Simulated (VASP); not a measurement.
Te:

```
CELL_PARAMETERS angstrom
0.00000 3.38916 3.38916
3.38916 0.00000 3.38916
3.38916 3.38916 0.00000
ATOMIC_POSITIONS crystal
Te 0.12500 0.12500 0.12500
Te 0.87500 0.87500 0.87500
```

```yaml
Program: VASP 6.6.1
Task: relaxation of cell and atoms
Functional: BLYP
Potentials_or_basis: VASP PAW PBE potentials, release 64 (Te)
Cutoff: 600 eV
k_mesh: 8 × 8 × 8
Occupations: fermi-dirac, width 0.1 eV
Spin: no spin polarisation
```

At the start: pressure 9.9 GPa; volume 38.93 Å³/atom.

Task: Where does the relaxation end?

Result: Over 4 steps the energy falls by 281.2 meV/atom and the volume is 50.43 Å³/atom (+29.5 %); space group Fd-3m (No. 227, to 0.05 Å).

The path:
| step | energy change (eV) | largest force (eV/Å) | pressure (GPa) | volume (Å³) |
| --- | --- | --- | --- | --- |
| 1 | 0.0000 | 0.0000 | 9.89 | 77.86 |
| 2 | -0.5301 | 0.0000 | -1.31 | 108.20 |
| 3 | -0.5622 | 0.0000 | 0.10 | 100.33 |
| 4 | -0.5624 | 0.0000 | -0.01 | 100.86 |

Final structure:
```
Te
1.0
     0.00000    3.69451    3.69451
     3.69451    0.00000    3.69451
     3.69451    3.69451    0.00000
Te
2
Direct
  0.12500 0.12500 0.12500
  0.87500 0.87500 0.87500
```

Caveat: the volume moved by over 15 % at a fixed basis, so the end points are rough; the PAW data sets were made with another functional, which shifts forces and pressure a little.
